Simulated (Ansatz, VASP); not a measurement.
# Si4O7 in VASP and in Ansatz

INCAR

```
ALGO = Normal ; EDIFF = 1E-6
ENCUT = 520 ; GGA = PE
ISIF = 2 ; ISMEAR = 0
LASPH = T ; LCHARG = F
LREAL = F ; LWAVE = F
NBANDS = 40 ; NELM = 80
PREC = Accurate ; SIGMA = 0.05
```

The input KPOINTS:

```
k-points
0
Gamma
  6 6 6
```

The input POSCAR:

```
Si4O7
1.0
    0.0000000000      4.2357990674     -2.6899428419
    0.0000000000     -4.2357990674     -2.6899428419
   -4.2357990674      0.0000000000      2.6899428419
Si O
4 7
Direct
    0.2500000000      0.7500000000      0.5000000000
    0.7500000000      0.2500000000      0.5000000000
    0.0000000000      0.0000000000      1.0000000000
    0.5000000000      0.5000000000      1.0000000000
    1.0000000000      0.3069827092      0.3069827092
    0.5569827092      0.7500000000      0.8069827092
    0.0569827092      0.2500000000      0.8069827092
    0.0000000000      0.6930172908      0.6930172908
    0.4373990506      0.0000000000      0.4373990506
    0.9430172908      0.7500000000      0.1930172908
    0.4430172908      0.2500000000      0.1930172908
```

Input for Ansatz:

```yaml
crystal:
  lattice:
    - [0.0, 4.2357990674, -2.6899428419]
    - [0.0, -4.2357990674, -2.6899428419]
    - [-4.2357990674, 0.0, 2.6899428419]
  atoms:
    - { symbol: Si, position: [0.25, 0.75, 0.5] }
    - { symbol: Si, position: [0.75, 0.25, 0.5] }
    - { symbol: Si, position: [0.0, 0.0, 1.0] }
    - { symbol: Si, position: [0.5, 0.5, 1.0] }
    - { symbol: O, position: [1.0, 0.3069827092, 0.3069827092] }
    - { symbol: O, position: [0.5569827092, 0.75, 0.8069827092] }
    - { symbol: O, position: [0.0569827092, 0.25, 0.8069827092] }
    - { symbol: O, position: [0.0, 0.6930172908, 0.6930172908] }
    - { symbol: O, position: [0.4373990506, 0.0, 0.4373990506] }
    - { symbol: O, position: [0.9430172908, 0.75, 0.1930172908] }
    - { symbol: O, position: [0.4430172908, 0.25, 0.1930172908] }
basis:
  ecutwfc: 420
kpoints:
  mp_grid: { grid: [6, 6, 6] }
hamiltonian:
  xc: pbe
  pseudopotentials: { kind: paw, azcp: { folder: soft_1 } }
scf:
  occupations: { method: gaussian, width: 0.05 }
output:
  forces: true
  stress: true
  eigenvalues: true
  write_density: true
  write_potential: true
  elf: true
  volumetric_format: npy
```

Change from the starting cell: O vacancy; atom 9 moved 0.500 of the way to it and -0.375 Å across, host rigid.

Alike in both runs: task single point; functional PBE; k mesh 6 × 6 × 6; occupations gaussian, width 0.05 eV; no spin polarisation.

```csv
,VASP,Ansatz
version,VASP 6.6.1,Ansatz 0.2.0
potentials or method,"VASP PAW PBE potentials, release 64 (Si, O), cutoff 520 eV","scalar-relativistic, plane waves, PAW"
valence electrons in the cell,58,58
```

|  | VASP | Ansatz | Ansatz less VASP |
| --- | --- | --- | --- |
| gap on the k mesh at the Fermi level (eV) | none | none | - |
| rms of the force components (eV/Å) | 3.768 | 3.813 | +0.0453 |

Atom by atom the forces differ by 0.056 eV/Å (rms over components). A gap of «none» marks a metal or a gap that the smearing closes. With one functional, cell and mesh, what is left measures potentials, basis and numerics.
